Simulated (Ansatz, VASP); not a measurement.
This is a calculation of MoS2 for VASP 6.6.1.

The input INCAR:

```
  PREC = Accurate
  ENCUT = 520
  EDIFF = 1E-6
  ISMEAR = -1
  SIGMA = 0.05
  LREAL = F
  LASPH = T
  NELM = 60
  ALGO = Normal
  ISIF = 2
  LWAVE = F
  LCHARG = T
  GGA = PS
  LELF = T
  LVHAR = T
  NBANDS = 35
```

Contents of KPOINTS:

```
Automatic mesh
0
Gamma
  10 10 3
```

Contents of POSCAR:

```
MoS2
1.0
    3.1261704254      0.0000000000      0.0000000000
   -1.5630852127      2.7073430050      0.0000000000
    0.0000000000      0.0000000000     12.1574390416
Mo S
2 4
Direct
    0.6666666667      0.3333333333      0.7500000000
    0.3333333333      0.6666666667      0.2500000000
    0.6666666667      0.3333333333      0.3770000000
    0.3333333333      0.6666666667      0.8770000000
    0.6666666667      0.3333333333      0.1230000000
    0.3333333333      0.6666666667      0.6230000000
```

Potentials or basis: VASP PAW PBE potentials, release 64 (Mo_sv, S).

Launch:

```sh
$ cat potpaw_PBE.64/Mo_sv/POTCAR potpaw_PBE.64/S/POTCAR > POTCAR
$ mpirun -np 1 vasp_std > vasp.out
```

Problem. Set up the same calculation for Ansatz 0.2.0. Potentials there: all-electron LAPW, scalar-relativistic.

Solution. As run (the cutoff follows the program's own potentials):

File input.yaml:

```yaml
crystal:
  lattice:
    - [3.1261704254, 0.0, 0.0]
    - [-1.5630852127, 2.707343005, 0.0]
    - [0.0, 0.0, 12.1574390416]
  atoms:
    - { symbol: Mo, position: [0.6666666667, 0.3333333333, 0.75] }
    - { symbol: Mo, position: [0.3333333333, 0.6666666667, 0.25] }
    - { symbol: S, position: [0.6666666667, 0.3333333333, 0.377] }
    - { symbol: S, position: [0.3333333333, 0.6666666667, 0.877] }
    - { symbol: S, position: [0.6666666667, 0.3333333333, 0.123] }
    - { symbol: S, position: [0.3333333333, 0.6666666667, 0.623] }
kpoints:
  mp_grid: { grid: [10, 10, 3] }
scf:
  occupations: { method: fermi_dirac, width: 0.05 }
hamiltonian:
  xc: pbesol
  pseudopotentials: { kind: all_electron, lapw: { basis_error: 0.001 } }
output:
  forces: true
  stress: true
  eigenvalues: true
```

Potentials or basis: all-electron LAPW, scalar-relativistic.

Launch:

```console
$ ansatz run input.yaml --threads 4 --pin off --max-ram 12288MiB --backend cpu --events-out ev --progress --plain --runs-dir out
```

Both were run:

|  | VASP | Ansatz | Ansatz less VASP |
| --- | --- | --- | --- |
| gap on the k mesh at the Fermi level (eV) | 0.86 | 0.84 | -0.014 |
| least direct gap on the mesh (eV) | 1.98 | 1.97 | -0.003 |
| pressure (GPa) | 3.4 | 3.5 | +0.06 |
| traceless stress, the component that is largest in VASP (GPa) | 1.11 | 1.12 | +0.016 |
| rms of the force components (eV/Å) | 0.174 | 0.174 | +0.0006 |

VASP's potentials were made for PBE, not for PBEsol. Atom by atom the forces differ by 0.001 eV/Å (rms over components). Ansatz ran all-electron here, and VASP with PAW potentials.
